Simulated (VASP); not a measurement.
# Au (Fm-3m) in VASP: a series of runs

Runs on Au. Level: PBE. Tasks: single point.

Program: VASP 6.6.1. These are calculated values, not measurements. Logs are shortened: lines on timing, memory, paths and dates and some standing lists are left out, and cuts for length are marked.

## (1) The cell of the first run

The structure is cubic, space group Fm-3m (No. 225). Conventional cell: a = 4.117 Å, b = 4.117 Å, c = 4.117 Å, α = 90.00°, β = 90.00°, γ = 90.00°. Within 3.8 Å of Au (site symmetry m-3m) lie 12 Au at 2.91 Å.

## (2) Single point, PBE (17.44 Å³/atom)

Contents of INCAR:

```
ALGO     = Normal         # electronic algorithm
EDIFF    = 1E-6           # SCF threshold, eV
ENCUT    = 500            # plane-wave cutoff, eV
GGA      = PE             # functional
GGA_COMPAT= F            
ISIF     = 2              # what is computed and relaxed
ISMEAR   = 0              # smearing method
LASPH    = T              # aspherical terms in the spheres
LCHARG   = F              # write CHGCAR
LREAL    = F              # projectors in reciprocal space
LWAVE    = F              # write WAVECAR
NBANDS   = 12             # bands
NELM     = 120            # most SCF steps
PREC     = Accurate       # precision mode
SIGMA    = 0.1            # smearing width, eV
```

Contents of KPOINTS:

```
k-points
0
Gamma
  18 18 18
```

Contents of POSCAR:

```
Au
1.0
    0.0000000000      2.0583073944      2.0583073944
    2.0583073944      0.0000000000      2.0583073944
    2.0583073944      2.0583073944      0.0000000000
Au
1
Direct
    0.0000000000      0.0000000000      0.0000000000
```

Potentials or basis: VASP PAW PBE potentials, release 64 (Au).

Command:

```sh
cat potpaw_PBE.64/Au/POTCAR > POTCAR
mpirun -np 1 vasp_std > vasp.out
```

OUTCAR:

```text
EDIFF = 1E-6
   ENCUT = 500
   GGA = PE
   ISIF = 2
   ISMEAR = 0
   LASPH = T
   LREAL = F
   NELM = 120
   PREC = Accurate

 ion  position               nearest neighbor table
   1  0.000  0.000  0.000-

  LATTYP: Found a face centered cubic cell.
 ALAT       =     4.1166147888

  Lattice vectors:

 A1 = (   0.0000000000,   2.0583073944,   2.0583073944)
 A2 = (   2.0583073944,   0.0000000000,   2.0583073944)
 A3 = (   2.0583073944,   2.0583073944,   0.0000000000)

Analysis of symmetry for initial positions (statically):
=====================================================================
 Subroutine PRICEL returns:
 Original cell was already a primitive cell.

 Routine SETGRP: Setting up the symmetry group for a
 face centered cubic supercell.

 Subroutine GETGRP returns: Found 48 space group operations
 (whereof 48 operations were pure point group operations)
 out of a pool of 48 trial point group operations.

The static configuration has the point symmetry O_h .

Analysis of symmetry for dynamics (positions and initial velocities):
=====================================================================
 Subroutine PRICEL returns:
 Original cell was already a primitive cell.

 Routine SETGRP: Setting up the symmetry group for a
 face centered cubic supercell.

 Subroutine GETGRP returns: Found 48 space group operations
 (whereof 48 operations were pure point group operations)
 out of a pool of 48 trial point group operations.

The dynamic configuration has the point symmetry O_h .

 Subroutine INISYM returns: Found 48 space group operations
 (whereof 48 operations are pure point group operations),
 and found     1 'primitive' translations

----------------------------------------------------------------------------------------

                                     Primitive cell

  volume of cell :      17.4406

  direct lattice vectors                    reciprocal lattice vectors
     0.000000000  2.058307394  2.058307394    -0.242918041  0.242918041  0.242918041
     2.058307394  0.000000000  2.058307394     0.242918041 -0.242918041  0.242918041
     2.058307394  2.058307394  0.000000000     0.242918041  0.242918041 -0.242918041

  length of vectors
     2.910886233  2.910886233  2.910886233     0.420746389  0.420746389  0.420746389

  position of ions in fractional coordinates (direct lattice)
     0.000000000  0.000000000  0.000000000

  ion indices of the primitive-cell ions
   primitive index   ion index
                 1           1

----------------------------------------------------------------------------------------

 KPOINTS: k-points

Automatic generation of k-mesh.
 Grid dimensions read from file:
 generate k-points for:   18   18   18

 Generating k-lattice:

  Cartesian coordinates                     Fractional coordinates (reciprocal lattice)
    -0.013495447  0.013495447  0.013495447     0.055555556  0.000000000  0.000000000
     0.013495447 -0.013495447  0.013495447     0.000000000  0.055555556  0.000000000
     0.013495447  0.013495447 -0.013495447     0.000000000  0.000000000  0.055555556

  Length of vectors
     0.023374799  0.023374799  0.023374799

  Shift w.r.t. Gamma in fractional coordinates (k-lattice)
     0.000000000  0.000000000  0.000000000

 Subroutine IBZKPT returns following result:
 ===========================================

 Found    195 irreducible k-points:

 Following reciprocal coordinates:
            Coordinates               Weight
  0.000000  0.000000  0.000000      1.000000
  0.055556  0.000000  0.000000      8.000000
  0.111111  0.000000  0.000000      8.000000
  0.166667  0.000000  0.000000      8.000000
  0.222222  0.000000  0.000000      8.000000
  0.277778  0.000000  0.000000      8.000000
[... 16 lines left out ...]
 -0.277778  0.055556  0.000000     24.000000
 -0.222222  0.055556  0.000000     24.000000
 [... further k-points ...]
   k-points           NKPTS =    195   k-points in BZ     NKDIM =    195   number of bands    NBANDS=     12
   number of dos      NEDOS =    301   number of ions     NIONS =      1
   total plane-waves  NPLWV =  13824
   dimension x,y,z NGX =    24 NGY =   24 NGZ =   24
   dimension x,y,z NGXF=    48 NGYF=   48 NGZF=   48
   ions per type =               1
   NGX,Y,Z   is equivalent  to a cutoff of  13.71, 13.71, 13.71 a.u.
   NGXF,Y,Z  is equivalent  to a cutoff of  27.41, 27.41, 27.41 a.u.
 SYSTEM =  unknown system
   PREC   = accura    normal or accurate (medium, high low for compatibility)
   ISTART =      0    job   : 0-new  1-cont  2-samecut
   ICHARG =      2    charge: 1-file 2-atom 10-const
   ISPIN  =      1    spin polarized calculation?
   LNONCOLLINEAR =      F non collinear calculations
   LSORBIT =      F    spin-orbit coupling
   LASPH  =      T    aspherical Exc in radial PAW
   ENCUT  =  500.0 eV  36.75 Ry    6.06 a.u.   5.31  5.31  5.31*2*pi/ulx,y,z
   NELM   =    120;   NELMIN=  2; NELMDL= -5     # of ELM steps
   EDIFF  = 0.1E-05   stopping-criterion for ELM
   LREAL  =      F    real-space projection
   EDIFFG = 0.1E-04   stopping-criterion for IOM
   NSW    =      0    number of steps for IOM
   IBRION =     -1    ionic relax: 0-MD 1-quasi-New 2-CG
   NFREE  =      0    steps in history (QN), initial steepest desc. (CG)
   ISIF   =      2    stress and relaxation
   ISYM   =      2    0-nonsym 1-usesym 2-fastsym
   POTIM  = 0.5000    time-step for ionic-motion
   TEBEG  =    0.0;   TEEND  =   0.0 temperature during run
   PSTRESS=    0.0 pullay stress
   NELECT =      11.0000    total number of electrons
   NUPDOWN=      -1.0000    fix difference up-down
   EMIN   =  10.00;   EMAX   =-10.00  energy-range for DOS
   EFERMI =   0.00;   METHOD = LEGACY
   ISMEAR =     0;   SIGMA  =   0.10  broadening in eV -4-tet -1-fermi 0-gaus
   EFERMI_NEDOS =   21; number of points for ismear=-14 and -15
   IALGO  =     38    algorithm
   IMIX   =      4    mixing-type and parameters
     AMIX     =   0.40;   BMIX     =  1.00
     AMIX_MAG =   1.60;   BMIX_MAG =  1.00
  volume/ion in A,a.u.               =      17.44       117.69
  Fermi-wavevector in a.u.,A,eV,Ry     =   1.403952  2.653084 26.818176  1.971080
  Thomas-Fermi vector in A             =   2.526562
   LORBIT       =      0    0 simple, 1 ext, 2 COOP (PROOUT), +10 PAW based schemes
   GGA     = PE    functional components
   LHFCALC =     F    Hartree Fock is set to
   AEXX    =    0.0000 exact exchange contribution
   IVDW    =     0    specifies the selected vdW correction
   LEPSILON=     F    determine dielectric tensor
   LRPA    =     F    only Hartree local field effects (RPA)
 non-spin polarized calculation
 Gauss-broadening in eV      SIGMA  =   0.10
  energy-cutoff  :      500.00
  volume of cell :       17.44
 maximum number of plane-waves:       459
 NGX is ok and might be reduce to    24
   NGX = 11   NGY = 11   NGZ = 11

 number of electron      11.0000001 magnetization

 Free energy of the ion-electron system (eV)
  ---------------------------------------------------
  ext. energy  EPLUGINS =         0.00000000
  ---------------------------------------------------
  free energy    TOTEN  =        -3.21542869 eV

  energy without entropy =       -3.21411503  energy(sigma->0) =       -3.21477186

 E-fermi :   9.0605     XC(G=0): -12.5784

 val. band max:        9.0537412196   @ k =   0.5000   0.2778   0.1111
 cond. band min:       9.0747340064   @ k =   0.5000   0.1667   0.0556
 fundamental gap:      0.0209927868
 Fermi energy:         9.0605261386

 k-point     1 :       0.0000    0.0000    0.0000
  band No.  band energies     occupation
      1      -0.5200      2.00000
      2       4.5245      2.00000
      3       4.5245      2.00000
      4       4.5245      2.00000
      5       5.9785      2.00000
      6       5.9785      2.00000
      7      23.6448      0.00000
      8      27.5116      0.00000
      9      27.5116      0.00000
     10      27.5116      0.00000
     11      32.3419      0.00000
     12      36.7309      0.00000

 k-point     2 :       0.0556    0.0000    0.0000
  band No.  band energies     occupation
      1      -0.4143      2.00000
      2       4.4906      2.00000
      3       4.5606      2.00000
      4       4.5606      2.00000
      5       5.9622      2.00000
      6       5.9622      2.00000
      7      23.7662      0.00000
      8      26.7969      0.00000
      9      27.6332      0.00000
     10      27.6332      0.00000
     11      32.9334      0.00000
     12      35.4275      0.00000

 k-point     3 :       0.1111    0.0000    0.0000
  band No.  band energies     occupation
      1      -0.1054      2.00000
      2       4.4046      2.00000
      3       4.6549      2.00000
      4       4.6549      2.00000
      5       5.9292      2.00000
      6       5.9292      2.00000
      7      24.0251      0.00000
      8      25.3305      0.00000
      9      27.9749      0.00000
     10      27.9749      0.00000
     11      32.6031      0.00000
     12      34.8047      0.00000
[... 286 lines left out ...]
 k-point    23 :      -0.2778    0.0556    0.0000
  band No.  band energies     occupation
      1       1.7301      2.00000
      2       4.5747      2.00000
      3       4.7797      2.00000
      4       4.7836      2.00000
      5       6.1627      2.00000
      6       6.6741      2.00000
      7      18.3431      0.00000
      8      24.2805      0.00000
      9      26.8033      0.00000
     10      29.3627      0.00000
     11      30.5159      0.00000
     12      31.9539      0.00000

 k-point    24 :      -0.2222    0.0556    0.0000
  band No.  band energies     occupation
      1       1.2429      2.00000
      2       4.2754      2.00000
      3       4.8196      2.00000
      4       4.8546      2.00000
      5       5.8910      2.00000
      6       6.3535      2.00000
      7      20.5281      0.00000
      8      24.6553      0.00000
      9      27.4089      0.00000
     10      29.7514      0.00000
     11      30.2380      0.00000
     12      31.7132      0.00000

 [... further k-points ...]
[... 5 lines left out ...]
  --------------------------------------------------------------------------------------
  -------------------------------------------------------------------------------------
  Total        0.4744489      0.4744489      0.4744489      0.0000000      0.0000000      0.0000000
  in kB       43.5852294     43.5852294     43.5852294      0.0000000      0.0000000      0.0000000
  external PRESSURE =      43.5852294 kB  Pullay stress =       0.0000000 kB

 VOLUME and BASIS-vectors are now :
 -----------------------------------------------------------------------------
  energy-cutoff  :      500.00
  volume of cell :       17.44
      direct lattice vectors                 reciprocal lattice vectors
     0.000000000  2.058307394  2.058307394    -0.242918041  0.242918041  0.242918041
     2.058307394  0.000000000  2.058307394     0.242918041 -0.242918041  0.242918041
     2.058307394  2.058307394  0.000000000     0.242918041  0.242918041 -0.242918041

 POSITION                                       TOTAL-FORCE (eV/Angst)
 -----------------------------------------------------------------------------------
      0.00000      0.00000      0.00000        -0.000000     -0.000000     -0.000000
 -----------------------------------------------------------------------------------
    total drift:                               -0.000000      0.000000      0.000000

  FREE ENERGIE OF THE ION-ELECTRON SYSTEM (eV)
  ---------------------------------------------------
  free  energy   TOTEN  =        -3.2154286907 eV

  energy  without entropy=       -3.2141150327  energy(sigma->0) =       -3.21477186
```

Run time: 14 s. Hardware: 1 thread of Intel Xeon 6975P-C (Granite Rapids), shared host; peak memory 0.17 GiB.

What came out:

* Free energy: -3.2154 eV
* Pressure: 4.4 GPa
* Band gap on the k mesh: zero (an odd number of electrons rules out a gap without spin polarisation)

Caveat: the cell stands under pressure; spin-orbit coupling is left out, which moves the levels of the heavy elements.

## (3) Single point, PBE

This run uses another cell than the first one, of 17.98 Å³/atom.

Contents of INCAR:

```
PREC = Accurate ; ENCUT = 500
EDIFF = 1E-6 ; ISMEAR = 0
SIGMA = 0.1 ; LREAL = F
LASPH = T ; NELM = 120
ALGO = Normal ; ISIF = 2
LWAVE = F ; LCHARG = T
GGA = PE ; LELF = T
LVHAR = T ; NBANDS = 12
GGA_COMPAT = F
```

Contents of KPOINTS:

```
Automatic mesh
0
Gamma
  18 18 18
```

Contents of POSCAR:

```
Au
1.0
    0.0000000000      2.0793119818      2.0793119818
    2.0793119818      0.0000000000      2.0793119818
    2.0793119818      2.0793119818      0.0000000000
Au
1
Direct
    0.0000000000      0.0000000000      0.0000000000
```

Potentials or basis: VASP PAW PBE potentials, release 64 (Au).

Command:

```sh
cat potpaw_PBE.64/Au/POTCAR > POTCAR
mpirun -np 1 vasp_std > vasp.out
```

Wall time 16 s (1 thread of Intel Xeon 6975P-C (Granite Rapids), shared host); peak memory 0.16 GiB.

The run converged. Its results:

| Quantity | Value |
| --- | --- |
| Free energy | -3.2224 eV |
| Pressure | -0.3 GPa |
| Band gap on the k mesh | zero (an odd number of electrons rules out a gap without spin polarisation) |

Levels at points of the mesh, in eV from the Fermi level:
| k point | band 4 | band 5 | band 6 | band 7 | band 8 | band 9 |
| --- | --- | --- | --- | --- | --- | --- |
| (0.00, 0.00, 0.00) | -4.37 | -2.99 | -2.99 | 14.63 | 18.32 | 18.32 |
| (0.50, 0.00, 0.00) | -1.90 | -1.90 | -0.66 | 2.84 | 14.07 | 16.77 |
| (0.50, 0.50, 0.00) | -1.60 | -1.60 | 1.22 | 5.40 | 9.90 | 9.90 |

Caveat: spin-orbit coupling is left out, which moves the levels of the heavy elements.

## (4) Single point, PBE (18.52 Å³/atom)

This run uses another cell than the first one, of 18.52 Å³/atom.

Contents of INCAR:

```
SYSTEM = Au
PREC = Accurate
ENCUT = 500
EDIFF = 1E-6
ISMEAR = 0
SIGMA = 0.1
LREAL = .FALSE.
LASPH = .TRUE.
NELM = 120
ALGO = Normal
ISIF = 2
LWAVE = .FALSE.
LCHARG = .TRUE.
GGA = PE
LELF = .TRUE.
LVHAR = .TRUE.
NBANDS = 12
GGA_COMPAT = .FALSE.
```

Contents of KPOINTS:

```
regular mesh
0
G
  18 18 18
  0 0 0
```

Contents of POSCAR:

```
Au
1.0
    0.0000000000      2.0999005682      2.0999005682
    2.0999005682      0.0000000000      2.0999005682
    2.0999005682      2.0999005682      0.0000000000
Au
1
Direct
    0.0000000000      0.0000000000      0.0000000000
```

Command:

```sh
cat potpaw_PBE.64/Au/POTCAR > POTCAR
mpirun -np 1 vasp_std > vasp.out
```

It took 16 s on 1 thread of Intel Xeon 6975P-C (Granite Rapids), shared host; peak memory 0.17 GiB.

Results (log left out):

```
Free energy            : -3.2151 eV
Pressure               : -4.1 GPa
Band gap on the k mesh : zero (an odd number of electrons rules out a gap without spin polarisation)
```

Levels at points of the mesh, in eV from the Fermi level:
| k point | band 2 | band 3 | band 4 | band 5 | band 6 | band 7 | band 8 | band 9 | band 10 | band 11 |
| --- | --- | --- | --- | --- | --- | --- | --- | --- | --- | --- |
| (0.00, 0.00, 0.00) | -4.21 | -4.21 | -4.21 | -2.90 | -2.90 | 14.66 | 18.18 | 18.18 | 18.18 | 22.83 |
| (0.50, 0.00, 0.00) | -4.24 | -4.24 | -1.87 | -1.87 | -0.52 | 2.71 | 14.10 | 16.56 | 16.56 | 23.76 |
| (0.50, 0.50, 0.00) | -6.00 | -1.91 | -1.59 | -1.59 | 1.31 | 5.19 | 9.83 | 9.83 | 16.38 | 18.77 |

Caveat: the cell stands under tension; spin-orbit coupling is left out, which moves the levels of the heavy elements.

## (5) The runs side by side

```tsv
cell	gap on the mesh (eV)	pressure (GPa)
a = 2.911 Å, angles 60.0°, 1 atom	none	4.4
a = 2.941 Å, angles 60.0°, 1 atom	none	-0.3
a = 2.970 Å, angles 60.0°, 1 atom	none	-4.1
```

Alike in all rows: task single point; level PBE; potentials or basis VASP PAW PBE potentials, release 64 (Au); no spin polarisation; k mesh 18 × 18 × 18; cutoff (eV) 500; smearing gaussian 0.1 eV.

Caveats: spin-orbit coupling is left out, which moves the levels of the heavy elements; the cell stands under pressure (at least some runs); the cell stands under tension (at least some runs).

Absolute energies hang on the potentials; compare differences alone.
